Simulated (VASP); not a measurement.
# BeTe (Pm-3m) in VASP: single point with PBE

Aim: the single point of BeTe with PBE.

Program: VASP 6.6.1. These are calculated values, not measurements. Logs are shortened: lines on timing, memory, paths and dates and some standing lists are left out, and cuts for length are marked.

## 1. The cell of the first run

It takes space group Pm-3m (No. 221, cubic). Conventional cell: a = 3.356 Å, b = 3.356 Å, c = 3.356 Å, α = 90.00°, β = 90.00°, γ = 90.00°. Be (site symmetry m-3m) has 8 Te at 2.91 Å and 6 Be at 3.36 Å within 3.8 Å. Te (site symmetry m-3m) has 8 Be at 2.91 Å and 6 Te at 3.36 Å within 3.8 Å.

## 2. Single point, PBE

Contents of INCAR:

```
PREC     = Accurate       # precision mode
ENCUT    = 600            # plane-wave cutoff, eV
EDIFF    = 1E-6           # SCF threshold, eV
ISMEAR   = 0              # smearing method
SIGMA    = 0.2            # smearing width, eV
LREAL    = F              # projectors in reciprocal space
LASPH    = T              # aspherical terms in the spheres
NELM     = 120            # most SCF steps
ALGO     = Normal         # electronic algorithm
ISIF     = 2              # what is computed and relaxed
LWAVE    = F              # write WAVECAR
LCHARG   = F              # write CHGCAR
GGA      = PE             # functional
NBANDS   = 11             # bands
GGA_COMPAT= F
```

Contents of KPOINTS:

```
Automatic mesh
0
Gamma
  6 6 6
```

Contents of POSCAR:

```
BeTe
1.0
    3.3559882439      0.0000000000      0.0000000000
    0.0000000000      3.3559882439      0.0000000000
    0.0000000000      0.0000000000      3.3559882439
Be Te
1 1
Direct
    0.0000000000      0.0000000000      0.0000000000
    0.5000000000      0.5000000000      0.5000000000
```

Potentials or basis: VASP PAW PBE potentials, release 64 (Be, Te).

Started as:

```console
$ cat potpaw_PBE.64/Be/POTCAR potpaw_PBE.64/Te/POTCAR > POTCAR
$ mpirun -np 1 vasp_std > vasp.out
```

OUTCAR:

```text
PREC = Accurate
   ENCUT = 600
   EDIFF = 1E-6
   ISMEAR = 0
   LREAL = F
   LASPH = T
   NELM = 120
   ISIF = 2
   GGA = PE

 ion  position               nearest neighbor table
   1  0.000  0.000  0.000-   2 2.91   2 2.91   2 2.91   2 2.91   2 2.91   2 2.91   2 2.91   2 2.91

   2  0.500  0.500  0.500-   1 2.91   1 2.91   1 2.91   1 2.91   1 2.91   1 2.91   1 2.91   1 2.91

  LATTYP: Found a simple cubic cell.
 ALAT       =     3.3559882439

  Lattice vectors:

 A1 = (   3.3559882439,   0.0000000000,   0.0000000000)
 A2 = (   0.0000000000,   3.3559882439,   0.0000000000)
 A3 = (   0.0000000000,   0.0000000000,   3.3559882439)

Analysis of symmetry for initial positions (statically):
=====================================================================
 Subroutine PRICEL returns:
 Original cell was already a primitive cell.

 Routine SETGRP: Setting up the symmetry group for a
 simple cubic supercell.

 Subroutine GETGRP returns: Found 48 space group operations
 (whereof 48 operations were pure point group operations)
 out of a pool of 48 trial point group operations.

The static configuration has the point symmetry O_h .

Analysis of symmetry for dynamics (positions and initial velocities):
=====================================================================
 Subroutine PRICEL returns:
 Original cell was already a primitive cell.

 Routine SETGRP: Setting up the symmetry group for a
 simple cubic supercell.

 Subroutine GETGRP returns: Found 48 space group operations
 (whereof 48 operations were pure point group operations)
 out of a pool of 48 trial point group operations.

The dynamic configuration has the point symmetry O_h .

 Subroutine INISYM returns: Found 48 space group operations
 (whereof 48 operations are pure point group operations),
 and found     1 'primitive' translations

----------------------------------------------------------------------------------------

                                     Primitive cell

  volume of cell :      37.7973

  direct lattice vectors                    reciprocal lattice vectors
     3.355988244  0.000000000  0.000000000     0.297974822  0.000000000  0.000000000
     0.000000000  3.355988244  0.000000000     0.000000000  0.297974822  0.000000000
     0.000000000  0.000000000  3.355988244     0.000000000  0.000000000  0.297974822

  length of vectors
     3.355988244  3.355988244  3.355988244     0.297974822  0.297974822  0.297974822

  position of ions in fractional coordinates (direct lattice)
     0.000000000  0.000000000  0.000000000
     0.500000000  0.500000000  0.500000000

  ion indices of the primitive-cell ions
   primitive index   ion index
                 1           1
                 2           2

----------------------------------------------------------------------------------------

 KPOINTS: Automatic mesh

Automatic generation of k-mesh.
 Grid dimensions read from file:
 generate k-points for:    6    6    6

 Generating k-lattice:

  Cartesian coordinates                     Fractional coordinates (reciprocal lattice)
     0.049662470  0.000000000  0.000000000     0.166666667  0.000000000  0.000000000
     0.000000000  0.049662470  0.000000000     0.000000000  0.166666667  0.000000000
     0.000000000  0.000000000  0.049662470     0.000000000  0.000000000  0.166666667

  Length of vectors
     0.049662470  0.049662470  0.049662470

  Shift w.r.t. Gamma in fractional coordinates (k-lattice)
     0.000000000  0.000000000  0.000000000

 Subroutine IBZKPT returns following result:
 ===========================================

 Found     20 irreducible k-points:

 Following reciprocal coordinates:
            Coordinates               Weight
  0.000000  0.000000  0.000000      1.000000
  0.166667  0.000000  0.000000      6.000000
  0.333333  0.000000  0.000000      6.000000
  0.500000  0.000000  0.000000      3.000000
  0.166667  0.166667  0.000000     12.000000
  0.333333  0.166667  0.000000     24.000000
[... 12 lines left out ...]
  0.500000  0.500000  0.333333      6.000000
  0.500000  0.500000  0.500000      1.000000
   k-points           NKPTS =     20   k-points in BZ     NKDIM =     20   number of bands    NBANDS=     11
   number of dos      NEDOS =    301   number of ions     NIONS =      2
   total plane-waves  NPLWV =  21952
   dimension x,y,z NGX =    28 NGY =   28 NGZ =   28
   dimension x,y,z NGXF=    56 NGYF=   56 NGZF=   56
   ions per type =               1   1
   NGX,Y,Z   is equivalent  to a cutoff of  13.87, 13.87, 13.87 a.u.
   NGXF,Y,Z  is equivalent  to a cutoff of  27.74, 27.74, 27.74 a.u.
 SYSTEM =  unknown system
   PREC   = accura    normal or accurate (medium, high low for compatibility)
   ISTART =      0    job   : 0-new  1-cont  2-samecut
   ICHARG =      2    charge: 1-file 2-atom 10-const
   ISPIN  =      1    spin polarized calculation?
   LNONCOLLINEAR =      F non collinear calculations
   LSORBIT =      F    spin-orbit coupling
   LASPH  =      T    aspherical Exc in radial PAW
   ENCUT  =  600.0 eV  44.10 Ry    6.64 a.u.   6.70  6.70  6.70*2*pi/ulx,y,z
   NELM   =    120;   NELMIN=  2; NELMDL= -5     # of ELM steps
   EDIFF  = 0.1E-05   stopping-criterion for ELM
   LREAL  =      F    real-space projection
   EDIFFG = 0.1E-04   stopping-criterion for IOM
   NSW    =      0    number of steps for IOM
   IBRION =     -1    ionic relax: 0-MD 1-quasi-New 2-CG
   NFREE  =      0    steps in history (QN), initial steepest desc. (CG)
   ISIF   =      2    stress and relaxation
   ISYM   =      2    0-nonsym 1-usesym 2-fastsym
   POTIM  = 0.5000    time-step for ionic-motion
   TEBEG  =    0.0;   TEEND  =   0.0 temperature during run
   PSTRESS=    0.0 pullay stress
   NELECT =       8.0000    total number of electrons
   NUPDOWN=      -1.0000    fix difference up-down
   EMIN   =  10.00;   EMAX   =-10.00  energy-range for DOS
   EFERMI =   0.00;   METHOD = LEGACY
   ISMEAR =     0;   SIGMA  =   0.20  broadening in eV -4-tet -1-fermi 0-gaus
   EFERMI_NEDOS =   21; number of points for ismear=-14 and -15
   IALGO  =     38    algorithm
   IMIX   =      4    mixing-type and parameters
     AMIX     =   0.40;   BMIX     =  1.00
     AMIX_MAG =   1.60;   BMIX_MAG =  1.00
  volume/ion in A,a.u.               =      18.90       127.53
  Fermi-wavevector in a.u.,A,eV,Ry     =   0.975628  1.843670 12.950714  0.951851
  Thomas-Fermi vector in A             =   2.106183
   LORBIT       =      0    0 simple, 1 ext, 2 COOP (PROOUT), +10 PAW based schemes
   GGA     = PE    functional components
   LHFCALC =     F    Hartree Fock is set to
   AEXX    =    0.0000 exact exchange contribution
   IVDW    =     0    specifies the selected vdW correction
   LEPSILON=     F    determine dielectric tensor
   LRPA    =     F    only Hartree local field effects (RPA)
 non-spin polarized calculation
 Gauss-broadening in eV      SIGMA  =   0.20
  energy-cutoff  :      600.00
  volume of cell :       37.80
 maximum number of plane-waves:      1328
 NGX is ok and might be reduce to    28
   NGX = 13   NGY = 13   NGZ = 13

 number of electron       8.0000001 magnetization

 Free energy of the ion-electron system (eV)
  ---------------------------------------------------
  ext. energy  EPLUGINS =         0.00000000
  ---------------------------------------------------
  free energy    TOTEN  =        -5.42595442 eV

  energy without entropy =       -5.40176991  energy(sigma->0) =       -5.41386217

 E-fermi :   7.9834     XC(G=0): -10.1571

 val. band max:        7.9792956035   @ k =   0.3333   0.0000   0.0000
 cond. band min:       8.0256713986   @ k =   0.3333   0.3333   0.0000
 fundamental gap:      0.0463757951
 Fermi energy:         7.9833962224

 k-point     1 :       0.0000    0.0000    0.0000
  band No.  band energies     occupation
      1      -6.1307      2.00000
      2       6.7091      2.00000
      3       6.7091      2.00000
      4       6.7091      2.00000
      5       8.5728      0.00003
      6      12.0037      0.00000
      7      12.0037      0.00000
      8      16.1477      0.00000
      9      16.1477      0.00000
     10      16.1477      0.00000
     11      22.1274      0.00000

 k-point     2 :       0.1667    0.0000    0.0000
  band No.  band energies     occupation
      1      -5.8390      2.00000
      2       4.2917      2.00000
      3       7.0491      2.00000
      4       7.0491      2.00000
      5       9.4589      0.00000
      6      12.3268      0.00000
      7      14.4028      0.00000
      8      15.0748      0.00000
      9      15.0748      0.00000
     10      15.2745      0.00000
     11      20.4614      0.00000

 k-point     3 :       0.3333    0.0000    0.0000
  band No.  band energies     occupation
      1      -5.0827      2.00000
      2       1.5282      2.00000
      3       7.9793      1.02313
      4       7.9793      1.02313
      5      10.2358      0.00000
      6      12.9424      0.00000
      7      12.9424      0.00000
      8      13.2770      0.00000
      9      13.6400      0.00000
     10      17.5091      0.00000
     11      18.9547      0.00000

 k-point     4 :       0.5000    0.0000    0.0000
  band No.  band energies     occupation
      1      -4.5312      2.00000
      2       0.2706      2.00000
      3       8.7840      0.00000
      4       8.7840      0.00000
      5      10.8361      0.00000
      6      11.6397      0.00000
      7      11.6397      0.00000
      8      12.6442      0.00000
      9      14.3859      0.00000
     10      15.7291      0.00000
     11      22.6787      0.00000

 k-point     5 :       0.1667    0.1667    0.0000
  band No.  band energies     occupation
      1      -5.5462      2.00000
      2       4.4414      2.00000
      3       4.7993      2.00000
      4       7.3819      1.99998
      5      10.5247      0.00000
      6      13.0082      0.00000
      7      14.0570      0.00000
      8      14.5771      0.00000
      9      15.2099      0.00000
     10      15.5975      0.00000
     11      19.7220      0.00000
[... 155 lines left out ...]
 k-point    17 :       0.3333    0.3333    0.3333
  band No.  band energies     occupation
      1      -2.9718      2.00000
      2       3.4904      2.00000
      3       4.0447      2.00000
      4       4.0447      2.00000
      5       8.7519      0.00000
      6       9.3918      0.00000
      7       9.3918      0.00000
      8      12.6475      0.00000
      9      20.7676      0.00000
     10      22.0875      0.00000
     11      22.0875      0.00000

 k-point    18 :       0.5000    0.3333    0.3333
  band No.  band energies     occupation
      1      -2.4262      2.00000
      2       2.5745      2.00000
      3       4.2995      2.00000
      4       4.8835      2.00000
      5       7.7705      1.86786
      6       7.8959      1.46391
      7      10.1269      0.00000
      8      11.3140      0.00000
      9      21.9867      0.00000
     10      22.1573      0.00000
     11      22.7648      0.00000

 k-point    19 :       0.5000    0.5000    0.3333
  band No.  band energies     occupation
      1      -1.8964      2.00000
      2       3.3083      2.00000
      3       3.3083      2.00000
      4       5.3641      2.00000
      5       6.4969      2.00000
      6       8.7466      0.00000
      7       8.7466      0.00000
      8       9.9018      0.00000
      9      23.4289      0.00000
     10      23.4289      0.00000
     11      23.7254      0.00000

 k-point    20 :       0.5000    0.5000    0.5000
  band No.  band energies     occupation
      1      -1.3981      2.00000
      2       4.1386      2.00000
      3       4.1386      2.00000
      4       4.1386      2.00000
      5       7.2472      2.00000
      6       7.2472      2.00000
      7       7.2472      2.00000
      8       8.6861      0.00000
      9      24.7903      0.00000
     10      24.7903      0.00000
     11      24.7903      0.00000

------------------------ aborting loop because EDIFF is reached ----------------------------------------

  FORCE on cell =-STRESS in cart. coord.  units (eV):
  Direction    XX          YY          ZZ          XY          YZ          ZX
  --------------------------------------------------------------------------------------
  -------------------------------------------------------------------------------------
  Total       -0.0622982     -0.0622982     -0.0622982      0.0000000     -0.0000000      0.0000000
  in kB       -2.6407344     -2.6407344     -2.6407344      0.0000000     -0.0000000      0.0000000
  external PRESSURE =      -2.6407344 kB  Pullay stress =       0.0000000 kB

 VOLUME and BASIS-vectors are now :
 -----------------------------------------------------------------------------
  energy-cutoff  :      600.00
  volume of cell :       37.80
      direct lattice vectors                 reciprocal lattice vectors
     3.355988244  0.000000000  0.000000000     0.297974822  0.000000000  0.000000000
     0.000000000  3.355988244  0.000000000     0.000000000  0.297974822  0.000000000
     0.000000000  0.000000000  3.355988244     0.000000000  0.000000000  0.297974822

 POSITION                                       TOTAL-FORCE (eV/Angst)
 -----------------------------------------------------------------------------------
      0.00000      0.00000      0.00000         0.000000      0.000000      0.000000
      1.67799      1.67799      1.67799         0.000000      0.000000      0.000000
 -----------------------------------------------------------------------------------
    total drift:                               -0.000000      0.000000      0.000000

  FREE ENERGIE OF THE ION-ELECTRON SYSTEM (eV)
  ---------------------------------------------------
  free  energy   TOTEN  =        -5.4259544228 eV

  energy  without entropy=       -5.4017699138  energy(sigma->0) =       -5.41386217
```

Wall time 4.9 s (1 thread of Intel Xeon Platinum 8488C (Sapphire Rapids), shared host); peak memory 0.16 GiB.

Results:

- Free energy: -5.4260 eV
- Pressure: -0.3 GPa
- Band gap on the k mesh: zero (band 4 reaches 9.05 eV, above the bottom of band 5 at 6.50 eV)

Levels at points of the mesh, in eV from the Fermi level:
| k point | band 2 | band 3 | band 4 | band 5 | band 6 | band 7 |
| --- | --- | --- | --- | --- | --- | --- |
| (0.00, 0.00, 0.00) | -1.27 | -1.27 | -1.27 | 0.59 | 4.02 | 4.02 |
| (0.50, 0.00, 0.00) | -7.71 | 0.80 | 0.80 | 2.85 | 3.66 | 3.66 |
| (0.50, 0.50, 0.00) | -5.97 | -5.97 | -2.46 | 2.08 | 5.02 | 6.06 |
| (0.50, 0.50, 0.50) | -3.84 | -3.84 | -3.84 | -0.74 | -0.74 | -0.74 |

Caveat: spin-orbit coupling is left out, which moves the levels of the heavy elements.
